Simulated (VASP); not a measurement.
# ZrO2 (Cubic zirconia) (Fm-3m) in VASP: a series of runs, part 2 of 2

VASP 6.6.1. Earlier steps stand in the parts before.

**3. Single point, RPBE**

INCAR reads:

```
PREC     = Accurate       # precision mode
ENCUT    = 600            # plane-wave cutoff, eV
EDIFF    = 1E-6           # SCF threshold, eV
ISMEAR   = 0              # smearing method
SIGMA    = 0.01           # smearing width, eV
LREAL    = False          # projectors in reciprocal space
LASPH    = True           # aspherical terms in the spheres
NELM     = 120            # most SCF steps
ALGO     = Normal         # electronic algorithm
ISIF     = 2              # what is computed and relaxed
LWAVE    = False          # write WAVECAR
LCHARG   = False          # write CHGCAR
GGA      = RP             # functional
NBANDS   = 19             # bands
GGA_COMPAT= False
```

KPOINTS reads:

```
regular mesh
0
Gamma
  6 6 6
```

POSCAR reads:

```
ZrO2
1.0
    0.0000000000      2.5350000000      2.5350000000
    2.5350000000      0.0000000000      2.5350000000
    2.5350000000      2.5350000000      0.0000000000
Zr O
1 2
Direct
    0.0000000000      0.0000000000      0.0000000000
    0.2500000000      0.2500000000      0.2500000000
    0.7500000000      0.7500000000      0.7500000000
```

Potentials or basis: VASP PAW PBE potentials, release 64 (Zr_sv, O).

Started as:

```console
$ cat potpaw_PBE.64/Zr_sv/POTCAR potpaw_PBE.64/O/POTCAR > POTCAR
$ mpirun -np 1 vasp_std > vasp.out
```

Run time: 24 s. Hardware: 1 thread of Intel Xeon Platinum 8175M at 2.50GHz (Skylake/Cascade Lake), shared host; peak memory 0.17 GiB.

Results (log left out):

```yaml
Free_energy: -27.1703 eV
Pressure: 11.5 GPa
Band_gap_on_the_k_mesh: 3.43 eV, indirect (least direct gap 3.92 eV)
```

Levels at points of the mesh, in eV from the valence-band top:
| k point | band 9 | band 10 | band 11 | band 12 | band 13 | band 14 | band 15 | band 16 |
| --- | --- | --- | --- | --- | --- | --- | --- | --- |
| (0.00, 0.00, 0.00) | -5.29 | -0.53 | -0.53 | -0.53 | 3.43 | 3.43 | 6.85 | 9.49 |
| (0.50, 0.00, 0.00) | -2.52 | -2.47 | -1.65 | -1.65 | 4.08 | 4.08 | 6.17 | 8.58 |
| (0.50, 0.50, 0.00) | -3.15 | -1.53 | -1.53 | 0.00 | 3.92 | 4.83 | 5.92 | 7.37 |

Caveat: the PAW data sets were made with another functional, which shifts forces and pressure a little. A k mesh can miss the band edges.

**4. Single point, r2SCAN**

POSCAR is that of step 3.

INCAR.step1 reads:

```
SYSTEM = ZrO2
  ALGO = Normal
  EDIFF = 1E-5
  ENCUT = 660
  GGA = PE
  GGA_COMPAT = .FALSE.
  ISMEAR = 0
  LASPH = .TRUE.
  LCHARG = .FALSE.
  LREAL = .FALSE.
  LWAVE = .TRUE.
  NBANDS = 19
  NELM = 120
  PREC = Accurate
  SIGMA = 0.01
```

INCAR.step2 reads:

```
SYSTEM = ZrO2
  ALGO = Normal
  EDIFF = 1E-6
  ENCUT = 660
  GGA_COMPAT = .FALSE.
  ISIF = 2
  ISMEAR = 0
  ISTART = 1
  LASPH = .TRUE.
  LCHARG = .FALSE.
  LMIXTAU = .TRUE.
  LREAL = .FALSE.
  LWAVE = .FALSE.
  METAGGA = R2SCAN
  NBANDS = 19
  NELM = 120
  PREC = Accurate
  SIGMA = 0.01
```

KPOINTS reads:

```
k-points
0
G
  6 6 6
  0 0 0
```

Potentials or basis: VASP PAW PBE potentials, release 64 (Zr_sv, O).

Started as:

```console
$ cat potpaw_PBE.64/Zr_sv/POTCAR potpaw_PBE.64/O/POTCAR > POTCAR
$ cp INCAR.step1 INCAR
$ mpirun -np 1 vasp_std > vasp.out
$ cp INCAR.step2 INCAR
$ mpirun -np 1 vasp_std > vasp.out
```

OUTCAR:

```text
SYSTEM = ZrO2
   EDIFF = 1E-6
   ENCUT = 660
   ISIF = 2
   ISMEAR = 0
   ISTART = 1
   LASPH = .TRUE.
   LREAL = .FALSE.
   METAGGA = R2SCAN
   NELM = 120
   PREC = Accurate

 ion  position               nearest neighbor table
   1  0.000  0.000  0.000-   3 2.20   3 2.20   3 2.20   2 2.20   3 2.20   2 2.20   2 2.20   2 2.20

   2  0.250  0.250  0.250-   1 2.20   1 2.20   1 2.20   1 2.20
   3  0.750  0.750  0.750-   1 2.20   1 2.20   1 2.20   1 2.20

  LATTYP: Found a face centered cubic cell.
 ALAT       =     5.0700000000
[... 534 lines left out ...]

  FORCE on cell =-STRESS in cart. coord.  units (eV):
  Direction    XX          YY          ZZ          XY          YZ          ZX
  --------------------------------------------------------------------------------------
  -------------------------------------------------------------------------------------
  Total        0.6158560      0.6158560      0.6158560      0.0000000     -0.0000000      0.0000000
  in kB       30.2848803     30.2848803     30.2848803      0.0000000     -0.0000000      0.0000000
  external PRESSURE =      30.2848803 kB  Pullay stress =       0.0000000 kB

 VOLUME and BASIS-vectors are now :
 -----------------------------------------------------------------------------
  energy-cutoff  :      660.00
  volume of cell :       32.58
      direct lattice vectors                 reciprocal lattice vectors
     0.000000000  2.535000000  2.535000000    -0.197238659  0.197238659  0.197238659
     2.535000000  0.000000000  2.535000000     0.197238659 -0.197238659  0.197238659
     2.535000000  2.535000000  0.000000000     0.197238659  0.197238659 -0.197238659

 POSITION                                       TOTAL-FORCE (eV/Angst)
 -----------------------------------------------------------------------------------
      0.00000      0.00000      0.00000        -0.000000     -0.000000      0.000000
      1.26750      1.26750      1.26750        -0.000000     -0.000000      0.000000
      3.80250      3.80250      3.80250         0.000000      0.000000     -0.000000
 -----------------------------------------------------------------------------------
    total drift:                                0.000000     -0.000000      0.000000

  FREE ENERGIE OF THE ION-ELECTRON SYSTEM (eV)
  ---------------------------------------------------
  free  energy   TOTEN  =       -45.8612271549 eV

  energy  without entropy=      -45.8612271549  energy(sigma->0) =      -45.86122715
```

OSZICAR.step1:

```text
N       E                     dE             d eps       ncg     rms          rms(c)
DAV:   1     0.214068244772E+03    0.21407E+03   -0.16382E+04   608   0.156E+03
DAV:   2    -0.233245939741E+02   -0.23739E+03   -0.23146E+03   716   0.377E+02
DAV:   3    -0.345057210920E+02   -0.11181E+02   -0.11098E+02   811   0.786E+01
DAV:   4    -0.348615566003E+02   -0.35584E+00   -0.35503E+00   852   0.112E+01
DAV:   5    -0.348662231198E+02   -0.46665E-02   -0.46662E-02   741   0.130E+00    0.248E+01
DAV:   6    -0.286368379937E+02    0.62294E+01   -0.22926E+01   646   0.397E+01    0.863E+00
DAV:   7    -0.285863826248E+02    0.50455E-01   -0.10138E+00   756   0.774E+00    0.694E+00
DAV:   8    -0.285762972064E+02    0.10085E-01   -0.36442E-01   659   0.564E+00    0.298E+00
DAV:   9    -0.285558354239E+02    0.20462E-01   -0.62195E-02   647   0.219E+00    0.349E-01
DAV:  10    -0.285571408954E+02   -0.13055E-02   -0.63242E-03   739   0.761E-01    0.382E-01
DAV:  11    -0.285568950946E+02    0.24580E-03   -0.93202E-04   656   0.313E-01    0.410E-02
DAV:  12    -0.285569358368E+02   -0.40742E-04   -0.91767E-05   707   0.731E-02    0.692E-02
DAV:  13    -0.285569227536E+02    0.13083E-04   -0.45055E-05   636   0.555E-02    0.594E-03
DAV:  14    -0.285569238588E+02   -0.11052E-05   -0.39697E-06   373   0.204E-02
   1 F= -.28556924E+02 E0= -.28556924E+02  d E =-.149236E-30
```

Run time: 91 s. Hardware: 1 thread of Intel Xeon Platinum 8175M at 2.50GHz (Skylake/Cascade Lake), shared host; peak memory 0.17 GiB.

Results:

```yaml
Free_energy: -45.8612 eV
Pressure: 3.0 GPa
Band_gap_on_the_k_mesh: 3.91 eV, indirect (least direct gap 4.32 eV)
```

Caveat: the PAW data sets were made with another functional, which shifts forces and pressure a little.

**5. Overview**

```tsv
level	cutoff (eV)	gap on the mesh (eV)	pressure (GPa)
BLYP	600	3.44	14.6
RPBE	600	3.43	11.5
r2SCAN	660	3.91	3.0
```

Alike in all rows: task single point; potentials or basis VASP PAW PBE potentials, release 64 (Zr_sv, O); no spin polarisation; cell as given; k mesh 6 × 6 × 6; smearing gaussian 0.01 eV.

On the cell as given the gap runs from 3.43 eV (RPBE) to 3.91 eV (r2SCAN). The pressure there spans 3.0 GPa (r2SCAN) to 14.6 GPa (BLYP); a positive pressure means that this level wants a larger cell, a negative one a smaller.

Caveats: the PAW data sets were made with another functional, which shifts forces and pressure a little.

Absolute energies hang on the potentials; compare differences alone.
